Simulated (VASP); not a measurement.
# Mg8HO8 (a cell with a defect) in VASP: relaxation of the atoms with PBEsol

Aim: the relaxation of the atoms of Mg8HO8 (a cell with a defect) with PBEsol.

Everything below comes from runs of VASP 6.6.1. Logs are shortened: lines on timing, memory, paths and dates and some standing lists are left out, and cuts for length are marked.

### 1 The cell of the first run

The cell holds a defect, 17 atoms: a = 5.500 Å, b = 5.500 Å, c = 5.500 Å, α = 60.00°, β = 60.00°, γ = 60.00°.

### 2 Relaxation of the atoms, PBEsol, collinear spin

Input file INCAR:

```
PREC = Accurate ; ENCUT = 520
EDIFF = 1E-6 ; ISMEAR = -1
SIGMA = 0.05 ; LREAL = Auto
LASPH = True ; NELM = 150
ALGO = Normal ; ISIF = 2
LWAVE = False ; LCHARG = False
ISPIN = 2 ; MAGMOM = 0 0 0 0 0 0 0 0 0 0 0 0 0 0 0 0 1
LORBIT = 11 ; GGA = PS
IBRION = 2 ; NSW = 45
EDIFFG = -0.08
```

Input file KPOINTS:

```
regular mesh
0
Gamma
  2 2 2
```

Input file POSCAR:

```
Mg8HO8
1.0
    0.0000000000      3.8890000000      3.8890000000
    3.8890000000      0.0000000000      3.8890000000
    3.8890000000      3.8890000000      0.0000000000
Mg O H
8 8 1
Direct
    0.0000000000      0.0000000000      0.0000000000
    0.0000000000      0.0000000000      0.5000000000
    0.0000000000      0.5000000000      0.0000000000
    0.0000000000      0.5000000000      0.5000000000
    0.5000000000      0.0000000000      0.0000000000
    0.5000000000      0.0000000000      0.5000000000
    0.5000000000      0.5000000000      0.0000000000
    0.5000000000      0.5000000000      0.5000000000
    0.2500000000      0.2500000000      0.2500000000
    0.2500000000      0.2500000000      0.7500000000
    0.2500000000      0.7500000000      0.2500000000
    0.2500000000      0.7500000000      0.7500000000
    0.7500000000      0.2500000000      0.2500000000
    0.7500000000      0.2500000000      0.7500000000
    0.7500000000      0.7500000000      0.2500000000
    0.7500000000      0.7500000000      0.7500000000
    0.3806355000      0.8687157000      0.3926656000
```

Potentials or basis: VASP PAW PBE potentials, release 64 (Mg, O, H).

Started as:

```
> cat potpaw_PBE.64/Mg/POTCAR potpaw_PBE.64/O/POTCAR potpaw_PBE.64/H/POTCAR > POTCAR
> mpirun -np 1 vasp_std > vasp.out
```

OUTCAR:

```text
PREC = Accurate
   ENCUT = 520
   EDIFF = 1E-6
   ISMEAR = -1
   LREAL = Auto
   LASPH = True
   NELM = 150
   ISIF = 2
   ISPIN = 2
   LORBIT = 11
   GGA = PS
   IBRION = 2
   NSW = 45
   EDIFFG = -0.08

 ion  position               nearest neighbor table
   1  0.000  0.000  0.000-  10 1.94  11 1.94  12 1.94  13 1.94  14 1.94  15 1.94   2 2.75   3 2.75
                             5 2.75   2 2.75   4 2.75   6 2.75   3 2.75   4 2.75   7 2.75   5 2.75
   2  0.000  0.000  0.500-  17 1.71  11 1.94  12 1.94  13 1.94  14 1.94  16 1.94   9 1.94   4 2.75
                             6 2.75   1 2.75   1 2.75   3 2.75   5 2.75   3 2.75   4 2.75   8 2.75
   3  0.000  0.500  0.000-   9 1.94  10 1.94  12 1.94  13 1.94  15 1.94  16 1.94   1 2.75   4 2.75
                             7 2.75   2 2.75   4 2.75   8 2.75   1 2.75   2 2.75   5 2.75   5 2.75
   4  0.000  0.500  0.500-   9 1.94  10 1.94  11 1.94  14 1.94  15 1.94  16 1.94   2 2.75   3 2.75
                             8 2.75   1 2.75   3 2.75   7 2.75   1 2.75   2 2.75   6 2.75   6 2.75
   5  0.500  0.000  0.000-  17 1.76  10 1.94  11 1.94  14 1.94  15 1.94  16 1.94   9 1.94   6 2.75
                             7 2.75   1 2.75   2 2.75   6 2.75   8 2.75   3 2.75   7 2.75   8 2.75
   6  0.500  0.000  0.500-  17 1.61  10 1.94  12 1.94  13 1.94  15 1.94  16 1.94   9 1.94   5 2.75
                             8 2.75   2 2.75   1 2.75   5 2.75   7 2.75   4 2.75   7 2.75   8 2.75
   7  0.500  0.500  0.000-   9 1.94  11 1.94  12 1.94  13 1.94  14 1.94  16 1.94   3 2.75   5 2.75
                             8 2.75   4 2.75   6 2.75   8 2.75   1 2.75   5 2.75   6 2.75   1 2.75
   8  0.500  0.500  0.500-  17 1.66  11 1.94  12 1.94  13 1.94  14 1.94  15 1.94  10 1.94   6 2.75
                             7 2.75   4 2.75   3 2.75   5 2.75   7 2.75   2 2.75   5 2.75   6 2.75
   9  0.250  0.250  0.250-   2 1.94   3 1.94   4 1.94   5 1.94   6 1.94   7 1.94
  10  0.250  0.250  0.750-   1 1.94   3 1.94   4 1.94   5 1.94   6 1.94   8 1.94
  11  0.250  0.750  0.250-   1 1.94   2 1.94   4 1.94   5 1.94   7 1.94   8 1.94
  12  0.250  0.750  0.750-   1 1.94   2 1.94   3 1.94   6 1.94   7 1.94   8 1.94
  13  0.750  0.250  0.250-   1 1.94   2 1.94   3 1.94   6 1.94   7 1.94   8 1.94
  14  0.750  0.250  0.750-   1 1.94   2 1.94   4 1.94   5 1.94   7 1.94   8 1.94
  15  0.750  0.750  0.250-   1 1.94   3 1.94   4 1.94   5 1.94   6 1.94   8 1.94
  16  0.750  0.750  0.750-   2 1.94   3 1.94   4 1.94   5 1.94   6 1.94   7 1.94
  17  0.381  0.869  0.393-   6 1.61   8 1.66   2 1.71   5 1.76

  LATTYP: Found a face centered cubic cell.
 ALAT       =     7.7780000000

  Lattice vectors:

 A1 = (   0.0000000000,   3.8890000000,   3.8890000000)
 A2 = (   3.8890000000,   0.0000000000,   3.8890000000)
 A3 = (   3.8890000000,   3.8890000000,   0.0000000000)

Analysis of symmetry for initial positions (statically):
=====================================================================
 Subroutine PRICEL returns:
 Original cell was already a primitive cell.

 Routine SETGRP: Setting up the symmetry group for a
 face centered cubic supercell.

 Subroutine GETGRP returns: Found  1 space group operations
 (whereof  1 operations were pure point group operations)
 out of a pool of 48 trial point group operations.

The static configuration has the point symmetry C_1 .

Analysis of symmetry for dynamics (positions and initial velocities):
=====================================================================
 Subroutine PRICEL returns:
 Original cell was already a primitive cell.

 Routine SETGRP: Setting up the symmetry group for a
 face centered cubic supercell.

 Subroutine GETGRP returns: Found  1 space group operations
 (whereof  1 operations were pure point group operations)
 out of a pool of 48 trial point group operations.

The dynamic configuration has the point symmetry C_1 .

Analysis of structural, dynamic, and magnetic symmetry:
=====================================================================
 Subroutine PRICEL returns:
 Original cell was already a primitive cell.

 Routine SETGRP: Setting up the symmetry group for a
 face centered cubic supercell.

 Subroutine GETGRP returns: Found  1 space group operations
 (whereof  1 operations were pure point group operations)
 out of a pool of 48 trial point group operations.

The overall configuration has the point symmetry C_1 .

 Subroutine INISYM returns: Found  1 space group operations
 (whereof  1 operations are pure point group operations),
 and found     1 'primitive' translations

----------------------------------------------------------------------------------------

                                     Primitive cell

  volume of cell :     117.6370

  direct lattice vectors                    reciprocal lattice vectors
     0.000000000  3.889000000  3.889000000    -0.128567755  0.128567755  0.128567755
     3.889000000  0.000000000  3.889000000     0.128567755 -0.128567755  0.128567755
     3.889000000  3.889000000  0.000000000     0.128567755  0.128567755 -0.128567755

  length of vectors
     5.499876544  5.499876544  5.499876544     0.222685884  0.222685884  0.222685884

  position of ions in fractional coordinates (direct lattice)
     0.000000000  0.000000000  0.000000000
     0.000000000  0.000000000  0.500000000
     0.000000000  0.500000000  0.000000000
     0.000000000  0.500000000  0.500000000
     0.500000000  0.000000000  0.000000000
     0.500000000  0.000000000  0.500000000
[... 9 lines left out ...]
     0.750000000  0.750000000  0.750000000
     0.380635500  0.868715700  0.392665600

  ion indices of the primitive-cell ions
   primitive index   ion index
                 1           1
                 2           2
                 3           3
                 4           4
                 5           5
                 6           6
[... 9 lines left out ...]
                16          16
                17          17

----------------------------------------------------------------------------------------

 KPOINTS: regular mesh

Automatic generation of k-mesh.
 Grid dimensions read from file:
 generate k-points for:    2    2    2

 Generating k-lattice:

  Cartesian coordinates                     Fractional coordinates (reciprocal lattice)
    -0.064283878  0.064283878  0.064283878     0.500000000  0.000000000  0.000000000
     0.064283878 -0.064283878  0.064283878     0.000000000  0.500000000  0.000000000
     0.064283878  0.064283878 -0.064283878     0.000000000  0.000000000  0.500000000

  Length of vectors
     0.111342942  0.111342942  0.111342942

  Shift w.r.t. Gamma in fractional coordinates (k-lattice)
     0.000000000  0.000000000  0.000000000

 Subroutine IBZKPT returns following result:
 ===========================================

 Found      8 irreducible k-points:

 Following reciprocal coordinates:
            Coordinates               Weight
  0.000000  0.000000  0.000000      1.000000
  0.500000  0.000000  0.000000      1.000000
  0.000000  0.500000  0.000000      1.000000
  0.000000  0.000000  0.500000      1.000000
  0.500000  0.500000  0.500000      1.000000
  0.500000  0.500000  0.000000      1.000000
  0.000000  0.500000  0.500000      1.000000
  0.500000  0.000000  0.500000      1.000000
   k-points           NKPTS =      8   k-points in BZ     NKDIM =      8   number of bands    NBANDS=     42
   number of dos      NEDOS =    301   number of ions     NIONS =     17
   total plane-waves  NPLWV =  74088
   dimension x,y,z NGX =    42 NGY =   42 NGZ =   42
   dimension x,y,z NGXF=    84 NGYF=   84 NGZF=   84
   ions per type =               8   8   1
   NGX,Y,Z   is equivalent  to a cutoff of  12.70, 12.70, 12.70 a.u.
   NGXF,Y,Z  is equivalent  to a cutoff of  25.39, 25.39, 25.39 a.u.
 SYSTEM =  unknown system
   PREC   = accura    normal or accurate (medium, high low for compatibility)
   ISTART =      0    job   : 0-new  1-cont  2-samecut
   ICHARG =      2    charge: 1-file 2-atom 10-const
   ISPIN  =      2    spin polarized calculation?
   LNONCOLLINEAR =      F non collinear calculations
   LSORBIT =      F    spin-orbit coupling
   LASPH  =      T    aspherical Exc in radial PAW
   ENCUT  =  520.0 eV  38.22 Ry    6.18 a.u.  10.23 10.23 10.23*2*pi/ulx,y,z
   NELM   =    150;   NELMIN=  2; NELMDL= -5     # of ELM steps
   EDIFF  = 0.1E-05   stopping-criterion for ELM
   LREAL  =      T    real-space projection
   EDIFFG = -.8E-01   stopping-criterion for IOM
   NSW    =     45    number of steps for IOM
   IBRION =      2    ionic relax: 0-MD 1-quasi-New 2-CG
   NFREE  =      1    steps in history (QN), initial steepest desc. (CG)
   ISIF   =      2    stress and relaxation
   ISYM   =      2    0-nonsym 1-usesym 2-fastsym
   POTIM  = 0.5000    time-step for ionic-motion
   TEBEG  =    0.0;   TEEND  =   0.0 temperature during run
   PSTRESS=    0.0 pullay stress
   NELECT =      65.0000    total number of electrons
   NUPDOWN=      -1.0000    fix difference up-down
   EMIN   =  10.00;   EMAX   =-10.00  energy-range for DOS
   EFERMI =   0.00;   METHOD = LEGACY
   ISMEAR =    -1;   SIGMA  =   0.05  broadening in eV -4-tet -1-fermi 0-gaus
   EFERMI_NEDOS =   21; number of points for ismear=-14 and -15
   IALGO  =     38    algorithm
   IMIX   =      4    mixing-type and parameters
     AMIX     =   0.40;   BMIX     =  1.00
     AMIX_MAG =   1.60;   BMIX_MAG =  1.00
  volume/ion in A,a.u.               =       6.92        46.70
  Fermi-wavevector in a.u.,A,eV,Ry     =   1.343377  2.538615 24.553925  1.804663
  Thomas-Fermi vector in A             =   2.471456
   LORBIT       =     11    0 simple, 1 ext, 2 COOP (PROOUT), +10 PAW based schemes
   GGA     = PS    functional components
   LHFCALC =     F    Hartree Fock is set to
   AEXX    =    0.0000 exact exchange contribution
   IVDW    =     0    specifies the selected vdW correction
   LEPSILON=     F    determine dielectric tensor
   LRPA    =     F    only Hartree local field effects (RPA)
 conjugate gradient relaxation of ions
 spin polarized calculation
  energy-cutoff  :      520.00
  volume of cell :      117.64
 maximum number of plane-waves:      3218
 NGX is ok and might be reduce to    42
   NGX = 21   NGY = 21   NGZ = 21

--------------------------------------- Ionic step        1  -------------------------------------------

 number of electron      64.9999991 magnetization       0.7500290

 Free energy of the ion-electron system (eV)
  ---------------------------------------------------
  ext. energy  EPLUGINS =         0.00000000
  ---------------------------------------------------
  free energy    TOTEN  =       -92.45476222 eV

  energy without entropy =      -92.44286756  energy(sigma->0) =      -92.44881489

 E-fermi :  10.2916     XC(G=0): -12.6132

 val. band max:       10.2652176686   @ k =   0.5000   0.5000   0.0000
 cond. band min:      10.8547956103   @ k =   0.5000   0.5000   0.5000
 fundamental gap:      0.5895779416
 Fermi energy:        10.2915987818

 spin component 1

 k-point     1 :       0.0000    0.0000    0.0000
  band No.  band energies     occupation
      1     -13.6005      1.00000
      2     -11.5950      1.00000
      3     -11.5032      1.00000
      4     -11.4461      1.00000
      5     -11.4111      1.00000
      6     -11.1187      1.00000
[... 349 lines left out ...]
     41      17.4919      0.00000
     42      18.3066      0.00000
 Fermi energy:        10.2915987818

 spin component 2

 k-point     1 :       0.0000    0.0000    0.0000
  band No.  band energies     occupation
      1     -13.5109      1.00000
      2     -11.4952      1.00000
      3     -11.4126      1.00000
      4     -11.3794      1.00000
      5     -11.3620      1.00000
      6     -11.0764      1.00000
[... 705 lines left out ...]
--------------------------------------- Ionic step        8  -------------------------------------------

 number of electron      64.9999996 magnetization       0.7499990

 Free energy of the ion-electron system (eV)
  ---------------------------------------------------
  ext. energy  EPLUGINS =         0.00000000
  ---------------------------------------------------
  free energy    TOTEN  =       -92.81117683 eV

  energy without entropy =      -92.79921920  energy(sigma->0) =      -92.80519802

 E-fermi :   9.5196     XC(G=0): -12.6161

 val. band max:        9.4850434049   @ k =   0.5000   0.5000   0.0000
 cond. band min:      10.1908492694   @ k =   0.5000   0.5000   0.5000
 fundamental gap:      0.7058058645
 Fermi energy:         9.5195561649

 spin component 1

 k-point     1 :       0.0000    0.0000    0.0000
  band No.  band energies     occupation
      1     -13.5586      1.00000
      2     -11.5371      1.00000
      3     -11.4424      1.00000
      4     -11.4408      1.00000
      5     -11.4400      1.00000
      6     -11.0993      1.00000
[... 349 lines left out ...]
     41      17.4005      0.00000
     42      18.0021      0.00000
 Fermi energy:         9.5195561649

 spin component 2

 k-point     1 :       0.0000    0.0000    0.0000
  band No.  band energies     occupation
      1     -13.4835      1.00000
      2     -11.4479      1.00000
      3     -11.4057      1.00000
      4     -11.4049      1.00000
      5     -11.4045      1.00000
      6     -10.9998      1.00000
[... 393 lines left out ...]
  FREE ENERGIE OF THE ION-ELECTRON SYSTEM (eV)
  ---------------------------------------------------
  free  energy   TOTEN  =       -92.8111768287 eV

  energy  without entropy=      -92.7992192029  energy(sigma->0) =      -92.80519802

 reached required accuracy - stopping structural energy minimisation

 total charge

# of ion       s       p       d       tot
------------------------------------------
    1        0.197   0.290   0.155   0.642
    2        0.191   0.279   0.149   0.619
    3        0.197   0.290   0.155   0.642
    4        0.197   0.290   0.154   0.641
    5        0.191   0.279   0.149   0.619
    6        0.191   0.279   0.149   0.619
[... 9 lines left out ...]
   16        1.546   3.704   0.000   5.250
   17        0.615   0.030   0.000   0.645
--------------------------------------------------
tot         14.585  31.821   1.214  47.620

 magnetization (x)

# of ion       s       p       d       tot
------------------------------------------
    1        0.000   0.001   0.001   0.003
    2       -0.000   0.002   0.005   0.006
    3        0.000   0.001   0.001   0.003
    4        0.000   0.001   0.001   0.003
    5       -0.000   0.002   0.005   0.006
    6       -0.000   0.002   0.005   0.006
[... 9 lines left out ...]
   16       -0.000  -0.001   0.000  -0.001
   17        0.238   0.002   0.000   0.240
--------------------------------------------------
tot          0.268   0.287   0.024   0.579
```

Wall time 31 min (1 thread of Oxide Virtual Turin-like, shared host); peak memory 0.31 GiB.

What came out:

* Free energy: -92.8112 eV
* Energy gained by relaxing: 21.0 meV/atom
* Ionic steps: 8
* Pressure after relaxing: 73.2 GPa
* Largest force after relaxing: 0.070 eV/Å
* Net moment: 0.75 μB per cell
* Site moments: Mg +0.00, +0.01 (each value once); O +0.08, -0.00 (each value once); H +0.24 μB
* Valence electrons inside the program's atomic spheres: Mg 0.64, 0.62 (each value once); O 5.23, 5.25 (each value once); H 0.65

Forces on the atoms (eV/Å):
```
Mg   0.015  0.005  0.006
Mg   0.009 -0.017 -0.013
Mg  -0.006 -0.001 -0.014
Mg   0.019  0.028 -0.011
Mg  -0.029 -0.031  0.025
Mg   0.000 -0.003  0.006
Mg   0.001  0.026  0.008
Mg  -0.008 -0.002 -0.004
O   -0.008  0.008 -0.011
O    0.030 -0.031 -0.030
O    0.010  0.010  0.008
O   -0.012 -0.012  0.010
O   -0.024 -0.026  0.023
O    0.039  0.042  0.040
O    0.010 -0.011 -0.012
O   -0.035  0.035 -0.034
H   -0.011 -0.021  0.002
```

The path:
```tsv
step	energy change (eV)	largest force (eV/Å)	pressure (GPa)
1	0.0000	2.5025	73.61
2	-0.1557	1.6381	74.33
3	-0.3253	0.4301	73.40
4	-0.3463	0.2714	73.22
5	-0.3468	0.2926	73.23
6	-0.3526	0.1782	73.20
7	-0.3536	0.1415	73.18
8	-0.3564	0.0699	73.19
```

Final structure:
```
CELL_PARAMETERS angstrom
0.00000 3.88900 3.88900
3.88900 0.00000 3.88900
3.88900 3.88900 0.00000
ATOMIC_POSITIONS crystal
Mg 0.99970 0.00148 0.00020
Mg 0.99770 0.00053 0.50180
Mg 0.99974 0.49918 0.00024
Mg 0.99968 0.49915 0.50250
Mg 0.50096 0.00034 0.99892
Mg 0.50137 0.00073 0.50204
Mg 0.50203 0.49914 0.00017
Mg 0.50131 0.49666 0.50195
O 0.24543 0.26446 0.24605
O 0.25075 0.24951 0.75091
O 0.24541 0.74470 0.24606
O 0.24535 0.74470 0.76591
O 0.75031 0.24957 0.25122
O 0.75005 0.24934 0.75081
O 0.76520 0.74473 0.24602
O 0.75012 0.75027 0.75085
H 0.37551 0.87424 0.37701
```

Levels at points of the mesh, in eV from the Fermi level:
Spin up:
| k point | band 30 | band 31 | band 32 | band 33 | band 34 | band 35 | band 36 | band 37 |
| --- | --- | --- | --- | --- | --- | --- | --- | --- |
| (0.00, 0.00, 0.00) | -4.36 | -4.36 | -4.36 | -1.87 | 3.21 | 4.70 | 4.70 | 4.72 |
| (0.50, 0.00, 0.00) | -4.91 | -4.85 | -4.85 | -0.46 | 5.01 | 5.41 | 6.53 | 6.55 |
| (0.00, 0.50, 0.00) | -4.91 | -4.85 | -4.85 | -0.47 | 5.01 | 5.41 | 6.53 | 6.55 |
| (0.00, 0.00, 0.50) | -4.91 | -4.85 | -4.85 | -0.46 | 5.01 | 5.41 | 6.53 | 6.55 |
| (0.50, 0.50, 0.50) | -4.91 | -4.85 | -4.85 | -0.47 | 5.01 | 5.41 | 6.53 | 6.55 |
| (0.50, 0.50, 0.00) | -5.27 | -5.27 | -5.26 | -0.03 | 6.32 | 6.50 | 6.97 | 7.17 |
| (0.00, 0.50, 0.50) | -5.27 | -5.27 | -5.26 | -0.03 | 6.32 | 6.50 | 6.97 | 7.17 |
| (0.50, 0.00, 0.50) | -5.27 | -5.27 | -5.26 | -0.03 | 6.32 | 6.50 | 6.97 | 7.17 |
Spin down:
```
           k point  band 30  band 31  band 32  band 33  band 34  band 35
(0.00, 0.00, 0.00)    -4.28    -4.28    -4.28    -0.68     3.25     4.71
(0.50, 0.00, 0.00)    -4.88    -4.74    -4.73     0.68     5.03     5.45
(0.00, 0.50, 0.00)    -4.88    -4.74    -4.74     0.67     5.03     5.45
(0.00, 0.00, 0.50)    -4.88    -4.73    -4.73     0.68     5.03     5.45
(0.50, 0.50, 0.50)    -4.88    -4.74    -4.74     0.67     5.03     5.45
(0.50, 0.50, 0.00)    -5.21    -5.13    -5.13     1.12     6.36     6.54
(0.00, 0.50, 0.50)    -5.21    -5.13    -5.13     1.12     6.36     6.54
(0.50, 0.00, 0.50)    -5.21    -5.13    -5.13     1.12     6.36     6.54
```

Caveat: the k points lie up to 0.70 Å⁻¹ apart; the PAW data sets were made with another functional, which shifts forces and pressure a little; the relaxation stopped at a loose force limit of 0.08 eV/Å, so its end isn't a converged minimum.
